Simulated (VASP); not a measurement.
A run of VASP 6.6.1 is set up as follows.

Contents of INCAR:

```
ALGO = Fast
EDIFF = 1E-6
ENCUT = 520
GGA = PE
ISIF = 2
ISMEAR = 0
LASPH = T
LCHARG = F
LREAL = F
LWAVE = F
NBANDS = 11
NELM = 60
PREC = Accurate
SIGMA = 0.1
```

Contents of KPOINTS:

```
k-points
0
Gamma
  10 10 10
```

File POSCAR:

```
Ba
1.0
    4.0074093210     -0.0672741130     -0.0799930000
   -0.0672741130      4.0074093210      0.0799930000
   -0.0721107800      0.0721107800      3.5123718722
Ba
1
Direct
    0.5000000000      0.5000000000      0.5000000000
```

Potentials or basis: VASP PAW PBE potentials, release 64 (Ba_sv).

Launch:

```bash
$ cat potpaw_PBE.64/Ba_sv/POTCAR > POTCAR
$ mpirun -np 1 vasp_std > vasp.out
```

Estimate the band gap on the k mesh.

zero (bands 5 and 6 overlap by 0.62 eV).

What does it give for the pressure?

1.1 GPa.

Stress tensor (GPa, compression positive):
```
-0.83 -0.14 -0.12
-0.14 -0.83  0.12
-0.12  0.12  4.88
```

Caveat: the cell differs from its parent crystal (strained); spin-orbit coupling is left out, which moves the levels of the heavy elements.
